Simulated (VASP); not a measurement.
# HfGe3 (Pm-3m) in VASP: single point with PBE

Aim: the single point of HfGe3 with PBE.

Everything below comes from runs of VASP 6.6.1. Logs are shortened: lines on timing, memory, paths and dates and some standing lists are left out, and cuts for length are marked.

## 1. The cell of the first run

The structure is cubic, space group Pm-3m (No. 221). The conventional cell has a = 4.189 Å, b = 4.189 Å, c = 4.189 Å, α = 90.00°, β = 90.00°, γ = 90.00°. Within 3.9 Å of Hf (site symmetry m-3m) lie 12 Ge at 2.96 Å. Ge (site symmetry 4/mmm) has 4 Hf at 2.96 Å and 8 Ge at 2.96 Å within 3.9 Å.

## 2. Single point, PBE

Input file POSCAR:

```
HfGe3
1.0
    4.1893899931      0.0000000000      0.0000000000
    0.0000000000      4.1893899931      0.0000000000
    0.0000000000      0.0000000000      4.1893899931
Hf Ge
1 3
Direct
    0.0000000000      0.0000000000      0.0000000000
    0.0000000000      0.5000000000      0.5000000000
    0.5000000000      0.5000000000      0.0000000000
    0.5000000000      0.0000000000      0.5000000000
```

Input file INCAR.step1:

```
ALGO = Normal
EDIFF = 1E-7
ENCUT = 520
GGA = PE
ISIF = 2
ISMEAR = 0
LASPH = True
LCHARG = True
LMAXMIX = 4
LREAL = False
LWAVE = False
NBANDS = 34
NELM = 80
PREC = Accurate
SIGMA = 0.05
```

Input file KPOINTS.step1:

```
k-points
0
Gamma
  8 8 8
```

Input file INCAR.step2:

```
ALGO = Normal
EDIFF = 1E-7
ENCUT = 520
GGA = PE
ICHARG = 11
ISIF = 2
ISMEAR = -5
LASPH = True
LCHARG = False
LMAXMIX = 4
LORBIT = 11
LREAL = False
LWAVE = False
NBANDS = 34
NEDOS = 1001
NELM = 80
PREC = Accurate
SIGMA = 0.05
```

Input file KPOINTS.step2:

```
k-points
0
Gamma
  12 12 12
```

Potentials or basis: VASP PAW PBE potentials, release 64 (Hf_pv, Ge_d).

On the command line:

```sh
cat potpaw_PBE.64/Hf_pv/POTCAR potpaw_PBE.64/Ge_d/POTCAR > POTCAR
cp INCAR.step1 INCAR
cp KPOINTS.step1 KPOINTS
mpirun -np 1 vasp_std > vasp.out
cp INCAR.step2 INCAR
cp KPOINTS.step2 KPOINTS
mpirun -np 1 vasp_std > vasp.out
```

OUTCAR:

```text
EDIFF = 1E-7
   ENCUT = 520
   GGA = PE
   ICHARG = 11
   ISIF = 2
   ISMEAR = -5
   LASPH = True
   LORBIT = 11
   LREAL = False
   NELM = 80
   PREC = Accurate

 ion  position               nearest neighbor table
   1  0.000  0.000  0.000-   2 2.96   3 2.96   4 2.96   2 2.96   4 2.96   2 2.96   3 2.96   2 2.96
                             3 2.96   4 2.96   4 2.96   3 2.96
   2  0.000  0.500  0.500-   1 2.96   1 2.96   1 2.96   1 2.96
   3  0.500  0.500  0.000-   1 2.96   1 2.96   1 2.96   1 2.96
   4  0.500  0.000  0.500-   1 2.96   1 2.96   1 2.96   1 2.96

  LATTYP: Found a simple cubic cell.
 ALAT       =     4.1893899931

  Lattice vectors:

 A1 = (   4.1893899931,   0.0000000000,   0.0000000000)
 A2 = (   0.0000000000,   4.1893899931,   0.0000000000)
 A3 = (   0.0000000000,   0.0000000000,   4.1893899931)

Analysis of symmetry for initial positions (statically):
=====================================================================
 Subroutine PRICEL returns:
 Original cell was already a primitive cell.

 Routine SETGRP: Setting up the symmetry group for a
 simple cubic supercell.

 Subroutine GETGRP returns: Found 48 space group operations
 (whereof 48 operations were pure point group operations)
 out of a pool of 48 trial point group operations.

The static configuration has the point symmetry O_h .

Analysis of symmetry for dynamics (positions and initial velocities):
=====================================================================
 Subroutine PRICEL returns:
 Original cell was already a primitive cell.

 Routine SETGRP: Setting up the symmetry group for a
 simple cubic supercell.

 Subroutine GETGRP returns: Found 48 space group operations
 (whereof 48 operations were pure point group operations)
 out of a pool of 48 trial point group operations.

The dynamic configuration has the point symmetry O_h .

 Subroutine INISYM returns: Found 48 space group operations
 (whereof 48 operations are pure point group operations),
 and found     1 'primitive' translations

----------------------------------------------------------------------------------------

                                     Primitive cell

  volume of cell :      73.5279

  direct lattice vectors                    reciprocal lattice vectors
     4.189389993  0.000000000  0.000000000     0.238698236  0.000000000  0.000000000
     0.000000000  4.189389993  0.000000000     0.000000000  0.238698236  0.000000000
     0.000000000  0.000000000  4.189389993     0.000000000  0.000000000  0.238698236

  length of vectors
     4.189389993  4.189389993  4.189389993     0.238698236  0.238698236  0.238698236

  position of ions in fractional coordinates (direct lattice)
     0.000000000  0.000000000  0.000000000
     0.000000000  0.500000000  0.500000000
     0.500000000  0.500000000  0.000000000
     0.500000000  0.000000000  0.500000000

  ion indices of the primitive-cell ions
   primitive index   ion index
                 1           1
                 2           2
                 3           3
                 4           4

----------------------------------------------------------------------------------------

 KPOINTS: k-points

Automatic generation of k-mesh.
 Grid dimensions read from file:
 generate k-points for:   12   12   12

 Generating k-lattice:

  Cartesian coordinates                     Fractional coordinates (reciprocal lattice)
     0.019891520  0.000000000  0.000000000     0.083333333  0.000000000  0.000000000
     0.000000000  0.019891520  0.000000000     0.000000000  0.083333333  0.000000000
     0.000000000  0.000000000  0.019891520     0.000000000  0.000000000  0.083333333

  Length of vectors
     0.019891520  0.019891520  0.019891520

  Shift w.r.t. Gamma in fractional coordinates (k-lattice)
     0.000000000  0.000000000  0.000000000

 TETIRR: Found    854 inequivalent tetrahedra from    10368

 Subroutine IBZKPT returns following result:
 ===========================================

 Found     84 irreducible k-points:

 Following reciprocal coordinates:
            Coordinates               Weight
  0.000000  0.000000  0.000000      1.000000
  0.083333  0.000000  0.000000      6.000000
  0.166667  0.000000  0.000000      6.000000
  0.250000  0.000000  0.000000      6.000000
  0.333333  0.000000  0.000000      6.000000
  0.416667  0.000000  0.000000      6.000000
[... 16 lines left out ...]
  0.333333  0.333333  0.000000     12.000000
  0.416667  0.333333  0.000000     24.000000
 [... further k-points ...]
   k-points           NKPTS =     84   k-points in BZ     NKDIM =     84   number of bands    NBANDS=     34
   number of dos      NEDOS =   1001   number of ions     NIONS =      4
   total plane-waves  NPLWV =  32768
   dimension x,y,z NGX =    32 NGY =   32 NGZ =   32
   dimension x,y,z NGXF=    64 NGYF=   64 NGZF=   64
   ions per type =               1   3
   NGX,Y,Z   is equivalent  to a cutoff of  12.70, 12.70, 12.70 a.u.
   NGXF,Y,Z  is equivalent  to a cutoff of  25.40, 25.40, 25.40 a.u.
 SYSTEM =  unknown system
   PREC   = accura    normal or accurate (medium, high low for compatibility)
   ISTART =      0    job   : 0-new  1-cont  2-samecut
   ICHARG =     11    charge: 1-file 2-atom 10-const
   ISPIN  =      1    spin polarized calculation?
   LNONCOLLINEAR =      F non collinear calculations
   LSORBIT =      F    spin-orbit coupling
   LASPH  =      T    aspherical Exc in radial PAW
   ENCUT  =  520.0 eV  38.22 Ry    6.18 a.u.   7.79  7.79  7.79*2*pi/ulx,y,z
   NELM   =     80;   NELMIN=  2; NELMDL=  0     # of ELM steps
   EDIFF  = 0.1E-06   stopping-criterion for ELM
   LREAL  =      F    real-space projection
   EDIFFG = 0.1E-05   stopping-criterion for IOM
   NSW    =      0    number of steps for IOM
   IBRION =     -1    ionic relax: 0-MD 1-quasi-New 2-CG
   NFREE  =      0    steps in history (QN), initial steepest desc. (CG)
   ISIF   =      2    stress and relaxation
   ISYM   =      2    0-nonsym 1-usesym 2-fastsym
   POTIM  = 0.5000    time-step for ionic-motion
   TEBEG  =    0.0;   TEEND  =   0.0 temperature during run
   PSTRESS=    0.0 pullay stress
   NELECT =      52.0000    total number of electrons
   NUPDOWN=      -1.0000    fix difference up-down
   EMIN   =  10.00;   EMAX   =-10.00  energy-range for DOS
   EFERMI =   0.00;   METHOD = LEGACY
   ISMEAR =    -5;   SIGMA  =   0.05  broadening in eV -4-tet -1-fermi 0-gaus
   EFERMI_NEDOS =   21; number of points for ismear=-14 and -15
   IALGO  =     38    algorithm
   IMIX   =      4    mixing-type and parameters
     AMIX     =   0.40;   BMIX     =  1.00
     AMIX_MAG =   1.60;   BMIX_MAG =  1.00
  volume/ion in A,a.u.               =      18.38       124.05
  Fermi-wavevector in a.u.,A,eV,Ry     =   1.458563  2.756284 28.945111  2.127406
  Thomas-Fermi vector in A             =   2.575233
   LORBIT       =     11    0 simple, 1 ext, 2 COOP (PROOUT), +10 PAW based schemes
   GGA     = PE    functional components
   LHFCALC =     F    Hartree Fock is set to
   AEXX    =    0.0000 exact exchange contribution
   IVDW    =     0    specifies the selected vdW correction
   LEPSILON=     F    determine dielectric tensor
   LRPA    =     F    only Hartree local field effects (RPA)
 non-spin polarized calculation
 Fermi weights with tetrahedron method with Bloechl corrections
  energy-cutoff  :      520.00
  volume of cell :       73.53
 maximum number of plane-waves:      2008
 NGX is ok and might be reduce to    32

 number of electron      52.0000079 magnetization

 Free energy of the ion-electron system (eV)
  ---------------------------------------------------
  ext. energy  EPLUGINS =         0.00000000
  ---------------------------------------------------
  free energy    TOTEN  =       -23.67546141 eV

  energy without entropy =      -23.67546141  energy(sigma->0) =      -23.67546141

 E-fermi :   7.4066     XC(G=0): -11.6452

 val. band max:        7.6024952060   @ k =   0.0833   0.0000   0.0000
 cond. band min:       7.3525089098   @ k =   0.2500   0.1667   0.0000
 fundamental gap:     -0.2499862962
 Fermi energy:         7.4065966218

 k-point     1 :       0.0000    0.0000    0.0000
  band No.  band energies     occupation
      1     -24.3812      2.00000
      2     -24.3812      2.00000
      3     -24.3812      2.00000
      4     -17.5387      2.00000
      5     -17.5255      2.00000
      6     -17.5255      2.00000
[... 26 lines left out ...]
     33       9.3658      0.00000
     34      12.7547      0.00000

 k-point     2 :       0.0833    0.0000    0.0000
  band No.  band energies     occupation
      1     -24.3832      2.00000
      2     -24.3812      2.00000
      3     -24.3812      2.00000
      4     -17.5369      2.00000
      5     -17.5252      2.00000
      6     -17.5229      2.00000
[... 26 lines left out ...]
     33      10.3291      0.00000
     34      12.4147      0.00000

 k-point     3 :       0.1667    0.0000    0.0000
  band No.  band energies     occupation
      1     -24.3887      2.00000
      2     -24.3812      2.00000
      3     -24.3812      2.00000
      4     -17.5317      2.00000
      5     -17.5243      2.00000
      6     -17.5153      2.00000
[... 26 lines left out ...]
     33      11.4892      0.00000
     34      11.5844      0.00000
[... 704 lines left out ...]
 k-point    23 :       0.3333    0.3333    0.0000
  band No.  band energies     occupation
      1     -24.4018      2.00000
      2     -24.4001      2.00000
      3     -24.3808      2.00000
      4     -17.5013      2.00000
      5     -17.4932      2.00000
      6     -17.4779      2.00000
[... 26 lines left out ...]
     33      11.9477      0.00000
     34      12.8045      0.00000

 k-point    24 :       0.4167    0.3333    0.0000
  band No.  band energies     occupation
      1     -24.4058      2.00000
      2     -24.4002      2.00000
      3     -24.3808      2.00000
      4     -17.4945      2.00000
      5     -17.4889      2.00000
      6     -17.4750      2.00000
[... 26 lines left out ...]
     33      12.1417      0.00000
     34      13.2196      0.00000

 [... further k-points ...]

------------------------ aborting loop because EDIFF is reached ----------------------------------------

  FORCE on cell =-STRESS in cart. coord.  units (eV):
  Direction    XX          YY          ZZ          XY          YZ          ZX
  --------------------------------------------------------------------------------------
  -------------------------------------------------------------------------------------
  Total        0.6577088      0.6577088      0.6577088      0.0000000      0.0000000     -0.0000000
  in kB       14.3315064     14.3315064     14.3315064      0.0000000      0.0000000     -0.0000000
  external PRESSURE =      14.3315064 kB  Pullay stress =       0.0000000 kB

 VOLUME and BASIS-vectors are now :
 -----------------------------------------------------------------------------
  energy-cutoff  :      520.00
  volume of cell :       73.53
      direct lattice vectors                 reciprocal lattice vectors
     4.189389993  0.000000000  0.000000000     0.238698236  0.000000000  0.000000000
     0.000000000  4.189389993  0.000000000     0.000000000  0.238698236  0.000000000
     0.000000000  0.000000000  4.189389993     0.000000000  0.000000000  0.238698236

 POSITION                                       TOTAL-FORCE (eV/Angst)
 -----------------------------------------------------------------------------------
      0.00000      0.00000      0.00000         0.000000      0.000000      0.000000
      0.00000      2.09469      2.09469         0.000000      0.000000      0.000000
      2.09469      2.09469      0.00000         0.000000      0.000000      0.000000
      2.09469      0.00000      2.09469         0.000000      0.000000      0.000000
 -----------------------------------------------------------------------------------
    total drift:                                0.000000     -0.000000     -0.000000

  FREE ENERGIE OF THE ION-ELECTRON SYSTEM (eV)
  ---------------------------------------------------
  free  energy   TOTEN  =       -23.6754614146 eV

  energy  without entropy=      -23.6754614146  energy(sigma->0) =      -23.67546141

 total charge

# of ion       s       p       d       tot
------------------------------------------
    1        0.296   6.279   1.544   8.119
    2        1.211   1.067  10.031  12.308
    3        1.211   1.067  10.031  12.308
    4        1.211   1.067  10.031  12.308
--------------------------------------------------
tot          3.928   9.478  31.636  45.042
```

It took 3.6 min on 1 thread of Intel Xeon 8259CL, shared host; peak memory 0.3 GiB.

Results:

```yaml
Valence_electrons_inside_the_program's_atomic_spheres: Hf 8.12; Ge 12.31
```

Levels at points of the mesh, in eV from the Fermi level:
```csv
k point,band 22,band 23,band 24,band 25,band 26,band 27,band 28,band 29,band 30,band 31
"(0.00, 0.00, 0.00)",-3.86,-3.86,-3.86,0.43,0.43,0.43,0.56,1.44,1.44,1.96
"(0.50, 0.00, 0.00)",-3.78,-3.78,-3.21,-0.79,-0.79,-0.73,0.37,0.67,1.97,2.55
"(0.50, 0.50, 0.00)",-6.44,-2.56,-2.56,-1.17,-0.43,0.28,0.28,0.86,1.26,2.81
"(0.50, 0.50, 0.50)",-6.10,-4.70,-4.70,-4.70,-0.65,1.82,1.82,2.95,2.95,2.95
```

Caveat: spin-orbit coupling is left out, which moves the levels of the heavy elements; tetrahedron occupations give inexact forces and stress in metals.
